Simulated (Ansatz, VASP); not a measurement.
## One calculation of Ag, two programs

```
Ag
1.0
     2.90811    0.00000    0.00000
     0.00000    2.90811    0.00000
     0.00000    0.00000    2.90811
Ag
1
Cartesian
  0.0000 0.0000 0.0000
```

Alike in both runs: task single point; functional RPBE; k mesh 13 × 13 × 13; occupations fermi-dirac, width 0.1 eV; no spin polarisation.

|  | VASP | Ansatz |
| --- | --- | --- |
| version | VASP 6.6.1 | Ansatz 0.2.0 |
| potentials or method | VASP PAW PBE potentials, release 64 (Ag), cutoff 520 eV | plane waves (420 eV) with PAW, scalar-relativistic |
| valence electrons in the cell | 11 | 19 |

|  | VASP | Ansatz | Ansatz less VASP |
| --- | --- | --- | --- |
| pressure (GPa) | -4.3 | -4.3 | +0.02 |

VASP's potentials were made for PBE, not for RPBE. VASP's potentials hold 11 valence electrons a cell and Ansatz's 19, so a difference there can come from the potentials and not from the codes.
